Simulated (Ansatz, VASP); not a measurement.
CaMg: VASP beside Ansatz

INCAR

```
SYSTEM = CaMg
PREC = Accurate
ENCUT = 520
EDIFF = 1E-7
ISMEAR = 0
SIGMA = 0.15
LREAL = .FALSE.
LASPH = .TRUE.
NELM = 60
ALGO = Normal
ISIF = 2
LWAVE = .FALSE.
LCHARG = .FALSE.
NBANDS = 13
```

File KPOINTS:

```
regular mesh
0
G
  12 12 12
  0 0 0
```

The input POSCAR:

```
CaMg
1.0
    3.7618148612      0.0000000000      0.0000000000
    0.0000000000      3.7618148612      0.0000000000
    0.0000000000      0.0000000000      3.7618148612
Ca Mg
1 1
Direct
    0.0000000000      0.0000000000      0.0000000000
    0.5000000000      0.5000000000      0.5000000000
```

Input for Ansatz:

```yaml
crystal:
  lattice:
    - [3.7618148612, 0.0, 0.0]
    - [0.0, 3.7618148612, 0.0]
    - [0.0, 0.0, 3.7618148612]
  atoms:
    - { symbol: Ca, position: [0.0, 0.0, 0.0] }
    - { symbol: Mg, position: [0.5, 0.5, 0.5] }
basis:
  ecutwfc: 520.0
kpoints:
  mp_grid: { grid: [12, 12, 12] }
hamiltonian:
  xc: lda
scf:
  occupations: { method: gaussian, width: 0.15 }
output:
  forces: true
  stress: true
  eigenvalues: true
  write_density: true
  write_potential: true
  elf: true
  volumetric_format: npy
```

Change from the starting cell: mode 4 frozen in at +0.000 Å, equal normal strain along x, y and z -0.0250.

Alike in both runs: task single point; functional LDA; k mesh 12 × 12 × 12; occupations gaussian, width 0.15 eV; no spin polarisation.

|  | VASP | Ansatz |
| --- | --- | --- |
| version | VASP 6.6.1 | Ansatz 0.2.0 |
| potentials or method | VASP PAW LDA potentials, release 64 (Ca_sv, Mg), cutoff 520 eV | scalar-relativistic, plane waves, PAW |
| valence electrons in the cell | 12 | 20 |

```csv
,VASP,Ansatz,Ansatz less VASP
gap on the k mesh at the Fermi level (eV),none,none,-
pressure (GPa),2.4,2.5,+0.11
```

LDA's correlation is that of Perdew and Zunger in VASP and of Perdew and Wang (1992) in Ansatz. A gap of «none» marks a metal or a gap that the smearing closes. VASP's potentials hold 12 valence electrons a cell and Ansatz's 20, so a difference there can come from the potentials and not from the codes.
